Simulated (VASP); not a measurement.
A run of VASP 6.6.1:

POSCAR

```
ZnS
1.0
    0.0000000000      2.3950820464      2.3950820464
    2.3950820464      0.0000000000      2.3950820464
    2.3950820464      2.3950820464      0.0000000000
Zn S
1 1
Direct
    0.0000000000      0.0000000000      0.0000000000
    0.2500000000      0.2500000000      0.2500000000
```

Contents of INCAR.step1:

```
  ALGO = Normal
  EDIFF = 1E-4
  ENCUT = 520
  GGA = PE
  ISMEAR = 0
  LASPH = True
  LCHARG = False
  LREAL = False
  LWAVE = True
  NBANDS = 16
  NELM = 60
  PREC = Accurate
  SIGMA = 0.02
```

Contents of INCAR.step2:

```
  ALGO = Normal
  EDIFF = 1E-6
  ENCUT = 520
  ISIF = 2
  ISMEAR = 0
  ISTART = 1
  LASPH = True
  LCHARG = True
  LELF = True
  LMIXTAU = True
  LREAL = False
  LVHAR = True
  LWAVE = False
  METAGGA = R2SCAN
  NBANDS = 16
  NELM = 60
  PREC = Accurate
  SIGMA = 0.02
```

KPOINTS

```
k-points
0
Gamma
  8 8 8
```

Potentials or basis: VASP PAW PBE potentials, release 64 (Zn, S).

Launch:

```bash
$ cat potpaw_PBE.64/Zn/POTCAR potpaw_PBE.64/S/POTCAR > POTCAR
$ cp INCAR.step1 INCAR
$ mpirun -np 1 vasp_std > vasp.out
$ cp INCAR.step2 INCAR
$ mpirun -np 1 vasp_std > vasp.out
```

Hardware: 1 thread of AMD EPYC 9R45 96-Core Processor (Zen 5), with other jobs on the host.

Question: Estimate the wall time of this run.

Answer: It took 40 s on 1 thread of AMD EPYC 9R45 96-Core Processor (Zen 5), with other jobs on the host, peak memory 0.13 GiB. Counts: k points 29.
